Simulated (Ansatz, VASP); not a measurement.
## BN: VASP beside Ansatz

Contents of INCAR:

```
PREC     = Accurate       # precision mode
ENCUT    = 520            # plane-wave cutoff, eV
EDIFF    = 1E-6           # SCF threshold, eV
ISMEAR   = -1             # smearing method
SIGMA    = 0.02           # smearing width, eV
LREAL    = False          # projectors in reciprocal space
LASPH    = True           # aspherical terms in the spheres
NELM     = 100            # most SCF steps
ALGO     = Normal         # electronic algorithm
ISIF     = 2              # what is computed and relaxed
LWAVE    = False          # write WAVECAR
LCHARG   = False          # write CHGCAR
GGA      = PS             # functional
NBANDS   = 16             # bands
```

Contents of KPOINTS:

```
Automatic mesh
0
Gamma
  11 11 4
```

Contents of POSCAR:

```
BN
1.0
    2.4539118702      0.0000000000      0.0000000000
   -1.2269559352      2.1251500183      0.0000000000
    0.0000000000      0.0000000000      6.6612000000
B N
2 2
Direct
    0.3333333333      0.6666666667      0.2500000000
    0.6666666667      0.3333333333      0.7500000000
    0.3333333333      0.6666666667      0.7500000000
    0.6666666667      0.3333333333      0.2500000000
```

Input for Ansatz:

```yaml
crystal:
  lattice:
    - [2.4539118702, 0.0, 0.0]
    - [-1.2269559352, 2.1251500183, 0.0]
    - [0.0, 0.0, 6.6612]
  atoms:
    - { symbol: B, position: [0.3333333333, 0.6666666667, 0.25] }
    - { symbol: B, position: [0.6666666667, 0.3333333333, 0.75] }
    - { symbol: "N", position: [0.3333333333, 0.6666666667, 0.75] }
    - { symbol: "N", position: [0.6666666667, 0.3333333333, 0.25] }
kpoints:
  mp_grid: { grid: [11, 11, 4] }
  band_path:
    path:
      - [0.0, 0.0, 0.0]
      - [0.5, 0.0, 0.0]
      - [0.3333333333, 0.3333333333, 0.0]
      - [0.0, 0.0, 0.0]
      - [0.0, 0.0, 0.5]
      - [0.5, 0.0, 0.5]
      - [0.3333333333, 0.3333333333, 0.5]
      - [0.0, 0.0, 0.5]
      - [0.5, 0.0, 0.5]
    npoints: 5
scf:
  occupations: { method: fermi_dirac, width: 0.02 }
hamiltonian:
  xc: pbesol
  pseudopotentials: { kind: all_electron, lapw: { basis_error: 0.001 } }
output:
  forces: true
  stress: true
  eigenvalues: true
```

Change from the starting cell: equal xx and yy strain of -2 %.

Alike in both runs: task single point; functional PBEsol; k mesh 11 × 11 × 4; occupations fermi-dirac, width 0.02 eV; no spin polarisation.

|  | VASP | Ansatz |
| --- | --- | --- |
| version | VASP 6.6.1 | Ansatz 0.2.0 |
| potentials or method | VASP PAW PBE potentials, release 64 (B, N), cutoff 520 eV | all-electron LAPW, scalar-relativistic |

```tsv
	VASP	Ansatz	Ansatz less VASP
gap on the k mesh at the Fermi level (eV)	4.33	4.34	+0.006
pressure (GPa)	16.7	16.3	-0.35
traceless stress, the component that is largest in VASP (GPa)	-15.88	-15.35	+0.526
```

VASP's potentials were made for PBE, not for PBEsol. Ansatz ran all-electron here, and VASP with PAW potentials.
